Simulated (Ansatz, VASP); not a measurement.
**Bi3Te2S: VASP beside Ansatz**

```
Bi Te S
1.0
     5.83719    0.00000    0.00000
    -2.91860    5.05515    0.00000
     0.00000    0.00000    6.50603
Bi Te S
3 2 1
Direct
  0.67403 0.00000 0.51618
  0.00000 0.67403 0.51618
  0.32597 0.32597 0.51618
  0.33333 0.66667 0.94828
  0.66667 0.33333 0.94828
  0.00000 0.00000 0.21148
```

Alike in both runs: functional PBE; k mesh 3 × 3 × 2; occupations gaussian, width 0.1 eV; no spin polarisation.

Ansatz relaxed the structure, and its values are those at the end. VASP's run is a single point on that final structure, the one shown.

```csv
,VASP,Ansatz
version,VASP 6.6.1,Ansatz 0.2.0
potentials or method,"VASP PAW PBE potentials, release 64 (Bi_d, Te, S), cutoff 520 eV","scalar-relativistic, plane waves, PAW"
valence electrons in the cell,63,83
```

Ansatz gave:

```
gap on the k mesh at the Fermi level (eV) : none
pressure (GPa)                            : 0.0
rms of the force components (eV/Å)        : 0.005
```

Q: Estimate VASP's values.

A: gap on the k mesh at the Fermi level (eV): none; pressure (GPa): -0.1; rms of the force components (eV/Å): 0.006.

A gap of «none» marks a metal or a gap that the smearing closes. The functional is the same, so the differences come from potentials, cutoffs and numerics. VASP's potentials hold 63 valence electrons a cell and Ansatz's 83, so a difference there can come from the potentials and not from the codes.

The k mesh is coarse, so the values compare programs but aren't converged. Spin-orbit coupling is off throughout.
